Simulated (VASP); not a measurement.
P:

```
CELL_PARAMETERS angstrom
1.65500 -5.25000 0.00000
1.65500 5.25000 0.00000
0.00000 0.00000 4.38000
ATOMIC_POSITIONS crystal
P 0.09800 0.90200 0.91000
P 0.59800 0.40200 0.59000
P 0.90200 0.09800 0.09000
P 0.40200 0.59800 0.41000
```

| Item | Value |
| --- | --- |
| Program | VASP 6.6.1 |
| Task | relaxation of cell and atoms |
| Functional | PBEsol |
| Potentials or basis | VASP PAW PBE potentials, release 64 (P) |
| Cutoff | 600 eV |
| k mesh | 6 × 6 × 4 |
| Occupations | gaussian, width 0.1 eV |
| Spin | no spin polarisation |

At the start: pressure 3.2 GPa; volume 19.03 Å³/atom.

**Question.** How do energy, volume and symmetry change on relaxing?

**Answer.** Over 13 steps the energy falls by 33.7 meV/atom and the volume is 17.73 Å³/atom (-6.8 %); space group Cmce (No. 64, to 0.05 Å).

Step by step:
```
step  energy change (eV)  largest force (eV/Å)  pressure (GPa)  volume (Å³)
   1              0.0000                0.9248            3.25        76.11
   2             -0.0487                0.2987           -3.77        80.44
   3             -0.0797                0.1664           -1.32        78.76
   4             -0.0964                0.0652           -0.76        77.57
   5             -0.0974                0.0377           -0.59        77.21
   6             -0.1038                0.1146            0.09        76.17
   7             -0.1063                0.2191            0.84        75.09
   8             -0.1097                0.2096            0.74        74.88
   9             -0.1183                0.1807            0.45        74.25
  10             -0.1293                0.1196           -0.08        72.98
  11             -0.1298                0.0296           -0.81        70.40
  12             -0.1329                0.0547           -0.49        71.66
  13             -0.1348                0.0288           -0.15        70.91
```

Final structure:
```xyz
4
Lattice="1.6820 -5.1388 0.0000 1.6820 5.1388 0.0000 0.0000 0.0000 4.1022" Properties=species:S:1:pos:R:3 pbc="T T T"
P     1.6820    4.0548    3.8144
P     1.6820   -1.0841    2.3388
P     1.6820   -4.0548    0.2878
P     1.6820    1.0841    1.7633
```

Caveat: the PAW data sets were made with another functional, which shifts forces and pressure a little; the relaxation stopped at a loose force limit of 0.05 eV/Å, so its end isn't a converged minimum.
